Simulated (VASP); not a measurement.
# FeSi2 (P4/mmm) in VASP: further runs

Runs on FeSi2. Level: LDA. Tasks: vibrations by perturbation theory.

Program: VASP 6.6.1. These are calculated values, not measurements. Logs are shortened: lines on timing, memory, paths and dates and some standing lists are left out, and cuts for length are marked.

## (1) The cell of the first run

The structure is tetragonal, space group P4/mmm (No. 123). The conventional cell has a = 2.647 Å, b = 2.647 Å, c = 5.048 Å, α = 90.00°, β = 90.00°, γ = 90.00°. Fe (site symmetry 4/mmm) has 8 Si at 2.32 Å and 4 Fe at 2.65 Å within 3.1 Å. Within 3.0 Å of Si (site symmetry 4mm) lie 6 Si at 2.31 to 2.74 Å and 4 Fe at 2.32 Å.

## (2) Vibrations by perturbation theory, LDA

INCAR reads:

```
ALGO = Normal ; EDIFF = 1E-8
ENCUT = 520 ; GGA = CA
IBRION = 8 ; ISIF = 2
ISMEAR = -1 ; LASPH = T
LCHARG = T ; LREAL = F
LWAVE = F ; NBANDS = 15
NELM = 60 ; NSW = 1
PREC = Accurate ; SIGMA = 0.15
```

KPOINTS reads:

```
k-points
0
Gamma
  16 16 8
```

POSCAR reads:

```
FeSi2
1.0
    2.6474180906      0.0000000000      0.0000000000
    0.0000000000      2.6474180906      0.0000000000
    0.0000000000      0.0000000000      5.0483117198
Fe Si
1 2
Direct
    0.0000000000      0.0000000000      0.0000000000
    0.5000000000      0.5000000000      0.2715619475
    0.5000000000      0.5000000000      0.7284380525
```

Potentials or basis: VASP PAW LDA potentials, release 64 (Fe, Si).

The run is started by

```
cat potpaw_LDA.64/Fe/POTCAR potpaw_LDA.64/Si/POTCAR > POTCAR
mpirun -np 1 vasp_std > vasp.out
```

OUTCAR:

```text
EDIFF = 1E-8
   ENCUT = 520
   GGA = CA
   IBRION = 8
   ISIF = 2
   ISMEAR = -1
   LASPH = T
   LREAL = F
   NELM = 60
   NSW = 1
   PREC = Accurate

 ion  position               nearest neighbor table
   1  0.000  0.000  0.000-   2 2.32   3 2.32   2 2.32   3 2.32   2 2.32   3 2.32   2 2.32   3 2.32

   2  0.500  0.500  0.272-   3 2.31   1 2.32   1 2.32   1 2.32   1 2.32   3 2.74
   3  0.500  0.500  0.728-   2 2.31   1 2.32   1 2.32   1 2.32   1 2.32   2 2.74

  LATTYP: Found a simple tetragonal cell.
 ALAT       =     2.6474180906
 C/A-ratio  =     1.9068811752

  Lattice vectors:

 A1 = (   2.6474180906,   0.0000000000,   0.0000000000)
 A2 = (   0.0000000000,   2.6474180906,   0.0000000000)
 A3 = (   0.0000000000,   0.0000000000,   5.0483117198)

Analysis of symmetry for initial positions (statically):
=====================================================================
 Subroutine PRICEL returns:
 Original cell was already a primitive cell.

 Routine SETGRP: Setting up the symmetry group for a
 simple tetragonal supercell.

 Subroutine GETGRP returns: Found 16 space group operations
 (whereof 16 operations were pure point group operations)
 out of a pool of 16 trial point group operations.

The static configuration has the point symmetry D_4h.

Analysis of symmetry for dynamics (positions and initial velocities):
=====================================================================
 Subroutine PRICEL returns:
 Original cell was already a primitive cell.

 Routine SETGRP: Setting up the symmetry group for a
 simple tetragonal supercell.

 Subroutine GETGRP returns: Found 16 space group operations
 (whereof 16 operations were pure point group operations)
 out of a pool of 16 trial point group operations.

The dynamic configuration has the point symmetry D_4h.

 Subroutine INISYM returns: Found 16 space group operations
 (whereof 16 operations are pure point group operations),
 and found     1 'primitive' translations

----------------------------------------------------------------------------------------

                                     Primitive cell

  volume of cell :      35.3827

  direct lattice vectors                    reciprocal lattice vectors
     2.647418091  0.000000000  0.000000000     0.377726512  0.000000000  0.000000000
     0.000000000  2.647418091  0.000000000     0.000000000  0.377726512  0.000000000
     0.000000000  0.000000000  5.048311720     0.000000000  0.000000000  0.198086025

  length of vectors
     2.647418091  2.647418091  5.048311720     0.377726512  0.377726512  0.198086025

  position of ions in fractional coordinates (direct lattice)
     0.000000000  0.000000000  0.000000000
     0.500000000  0.500000000  0.271561947
     0.500000000  0.500000000  0.728438053

  ion indices of the primitive-cell ions
   primitive index   ion index
                 1           1
                 2           2
                 3           3

----------------------------------------------------------------------------------------

 KPOINTS: k-points

Automatic generation of k-mesh.
 Grid dimensions read from file:
 generate k-points for:   16   16    8

 Generating k-lattice:

  Cartesian coordinates                     Fractional coordinates (reciprocal lattice)
     0.023607907  0.000000000  0.000000000     0.062500000  0.000000000  0.000000000
     0.000000000  0.023607907  0.000000000     0.000000000  0.062500000  0.000000000
     0.000000000  0.000000000  0.024760753     0.000000000  0.000000000  0.125000000

[... 107 lines left out ...]

 val. band max:       10.4360481092   @ k =   0.3125   0.2500   0.0000
 cond. band min:      10.4543373431   @ k =   0.5000   0.3750   0.1250
 fundamental gap:      0.0182892339
 Fermi energy:        10.4450436337

 k-point     1 :       0.0000    0.0000    0.0000
  band No.  band energies     occupation
      1      -3.7233      2.00000
      2       1.2284      2.00000
      3       2.3166      2.00000
      4       6.7042      2.00000
      5       8.7594      1.99997
      6       8.9286      1.99992
      7       8.9286      1.99992
      8       9.8765      1.95581
      9      15.2505      0.00000
     10      15.2505      0.00000
     11      17.2591      0.00000
     12      17.7543      0.00000
     13      18.6944      0.00000
     14      18.7650      0.00000
[... 401 lines left out ...]
      2       2.6471      2.00000
      3       3.6184      2.00000
      4       5.8775      2.00000
      5       6.4732      2.00000
      6       7.4412      2.00000
      7       8.5023      2.00000
      8       9.7018      1.98600
      9      10.6055      0.51103
     10      12.1630      0.00002
     11      12.9696      0.00000
     12      15.9770      0.00000
     13      19.0485      0.00000
     14      19.5859      0.00000
     15      21.5949      0.00000

 [... further k-points ...]

------------------------ aborting loop because EDIFF is reached ----------------------------------------

  FORCE on cell =-STRESS in cart. coord.  units (eV):
  Direction    XX          YY          ZZ          XY          YZ          ZX
  --------------------------------------------------------------------------------------
  -------------------------------------------------------------------------------------
  Total        0.7981858      0.7981858      0.7965560      0.0000000      0.0000000      0.0000000
  in kB       36.1429316     36.1429316     36.0691314      0.0000000      0.0000000      0.0000000
  external PRESSURE =      36.1183316 kB  Pullay stress =       0.0000000 kB

 VOLUME and BASIS-vectors are now :
 -----------------------------------------------------------------------------
  energy-cutoff  :      520.00
  volume of cell :       35.38
      direct lattice vectors                 reciprocal lattice vectors
     2.647418091  0.000000000  0.000000000     0.377726512  0.000000000  0.000000000
     0.000000000  2.647418091  0.000000000     0.000000000  0.377726512  0.000000000
     0.000000000  0.000000000  5.048311720     0.000000000  0.000000000  0.198086025

 POSITION                                       TOTAL-FORCE (eV/Angst)
 -----------------------------------------------------------------------------------
      0.00000      0.00000      0.00000        -0.000000      0.000000      0.000000
      1.32371      1.32371      1.37093         0.000000     -0.000000      0.037405
      1.32371      1.32371      3.67738        -0.000000      0.000000     -0.037405
 -----------------------------------------------------------------------------------
    total drift:                                0.000000      0.000000      0.000000

  FREE ENERGIE OF THE ION-ELECTRON SYSTEM (eV)
  ---------------------------------------------------
  free  energy   TOTEN  =       -22.8939715464 eV

  energy  without entropy=      -22.8152524323  energy(sigma->0) =      -22.85461199

[... ionic steps 2 to 3 ...]

--------------------------------------- Ionic step        4  -------------------------------------------

------------------------ aborting loop because EDIFF is reached ----------------------------------------
[... 11 lines left out ...]
[... ionic steps 8 to 8 ...]

--------------------------------------- Ionic step        9  -------------------------------------------

 Free energy of the ion-electron system (eV)
  ---------------------------------------------------
  ---------------------------------------------------
  free energy    TOTEN  =        -0.03245154 eV

  energy without entropy =       -0.03247253

------------------------ aborting loop because EDIFF is reached ----------------------------------------

 INTERNAL STRAIN TENSOR  FOR ION    2  DIRECTION 3   (eV/Angst):
 -----------------------------------------------------------------------------
    -8.44638  0.00000 -0.00000
     0.00000 -8.44638  0.00000
    -0.00000  0.00000  1.83725

 INTERNAL STRAIN TENSOR FOR ION    3 for displacements in x,y,z  (eV/Angst):
          X           Y           Z          XY          YZ          ZX
  --------------------------------------------------------------------------------
  x     0.00000     0.00000     0.00000     0.00000     0.00000     5.57550
  y     0.00000     0.00000     0.00000     0.00000     6.31737     0.00000
  z     8.44638     8.44638    -1.83725     0.00000     0.00000     0.00000

 SECOND DERIVATIVES (NOT SYMMETRIZED)
 ------------------------------------
               1X          1Y          1Z          2X          2Y          2Z          3X          3Y          3Z
  1X    -9.858808   -0.000000    0.000000    4.929404    0.000000    0.000000    4.929404    0.000000    0.000000
  1Y     0.000000   -9.858808    0.000000   -0.000000    4.929404    0.000000   -0.000000    4.929404    0.000000
  1Z    -0.000000   -0.000000  -14.862640    0.000000   -0.000000    7.431320    0.000000   -0.000000    7.431320
  2X     4.929202    0.000000    0.000000   -5.396873    0.000000    0.000000    0.467671    0.000000    0.000000
  2Y     0.000000    4.929202    0.000000    0.000000   -5.396873    0.000000    0.000000    0.467671    0.000000
  2Z    -0.000000    0.000000    7.434590    0.000000    0.000000  -20.693271   -0.000000    0.000000   13.258681
  3X     4.929202    0.000000    0.000000    0.467671    0.000000    0.000000   -5.396873    0.000000    0.000000
  3Y     0.000000    4.929202    0.000000    0.000000    0.467671    0.000000    0.000000   -5.396873    0.000000
  3Z    -0.000000    0.000000    7.434590   -0.000000    0.000000   13.258681    0.000000    0.000000  -20.693271

 Eigenvectors and eigenvalues of the dynamical matrix
 ----------------------------------------------------

   1 f  =   17.188813 THz   108.000497 2PiTHz  573.357086 cm-1    71.087187 meV
             X         Y         Z           dx          dy          dz
      0.000000  0.000000  0.000000    -0.000000    0.000000    0.000000
      1.323709  1.323709  1.370929    -0.000000   -0.000000   -0.707107
      1.323709  1.323709  3.677382     0.000000   -0.000000    0.707107
[... 43 lines left out ...]
   9 f/i=    0.001253 THz     0.007871 2PiTHz    0.041785 cm-1     0.005181 meV
             X         Y         Z           dx          dy          dz
      0.000000  0.000000  0.000000     0.000000    0.000000   -0.706164
      1.323709  1.323709  1.370929     0.000000    0.000000   -0.500665
      1.323709  1.323709  3.677382     0.000000    0.000000   -0.500665

--------------------------------------------------------------------------------------------------------

 ELASTIC MODULI CONTR FROM IONIC RELAXATION (kBar)
 Direction    XX          YY          ZZ          XY          YZ          ZX
 --------------------------------------------------------------------------------
 XX        -190.2943   -190.2943     41.3926      0.0000      0.0000      0.0000
 YY        -190.2943   -190.2943     41.3926      0.0000      0.0000      0.0000
 ZZ          41.3926     41.3926     -9.0037      0.0000     -0.0000     -0.0000
 XY           0.0000      0.0000      0.0000      0.0000      0.0000      0.0000
 YZ           0.0000      0.0000     -0.0000      0.0000   -616.2938      0.0000
 ZX           0.0000      0.0000     -0.0000      0.0000      0.0000   -480.0458
 --------------------------------------------------------------------------------
```

Run time: 24 min. Hardware: 1 thread of Intel Xeon 8259CL, shared host; peak memory 0.91 GiB.

What came out:

```yaml
Highest_phonon_frequency_at_Γ: 573 cm⁻¹
```

Phonon frequencies in cm⁻¹ (negative: imaginary):
| q point | frequencies |
| --- | --- |
| (0.000, 0.000, 0.000) | 0 0 0 238 238 309 309 380 573 |

Caveat: the cell stands under pressure or tension, which shifts response properties; the run has no spin polarisation, though such a crystal can be magnetic. Spin polarisation is off, so any magnetic state and its effect on volume and gap are missing.

(Continued in part 2 of 2.)
